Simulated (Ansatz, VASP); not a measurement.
# PtSe2: VASP beside Ansatz

```
CELL_PARAMETERS angstrom
3.75156 0.00000 0.00000
-1.87578 3.24895 0.00000
0.13003 0.00000 6.50133
ATOMIC_POSITIONS crystal
Pt 0.00000 0.00000 0.00000
Se 0.67362 0.33333 0.79901
Se 0.32638 0.66667 0.20099
```

Change from the starting cell: shear of c along a, cell held, atoms relaxed: +2.0 %.

Alike in both runs: functional PBE; k mesh 12 × 12 × 4; occupations gaussian, width 0.02 eV; no spin polarisation.

Ansatz relaxed the structure, and its values are those at the end. VASP's run is a single point on that final structure, the one shown.

```csv
,VASP,Ansatz
version,VASP 6.6.1,Ansatz 0.2.0
potentials or method,"VASP PAW PBE potentials, release 64 (Pt, Se), cutoff 520 eV","scalar-relativistic, plane waves, PAW"
valence electrons in the cell,22,50
```

```csv
,VASP,Ansatz,Ansatz less VASP
gap on the k mesh at the Fermi level (eV),0.86,0.87,+0.010
least direct gap on the mesh (eV),1.02,1.03,+0.011
pressure (GPa),0.0,0.0,+0.04
```

With one functional, cell and mesh, what is left measures potentials, basis and numerics. VASP's potentials hold 22 valence electrons a cell and Ansatz's 50, so a difference there can come from the potentials and not from the codes. Ansatz's warnings: stress scf threshold loose.

Spin-orbit coupling is off throughout.
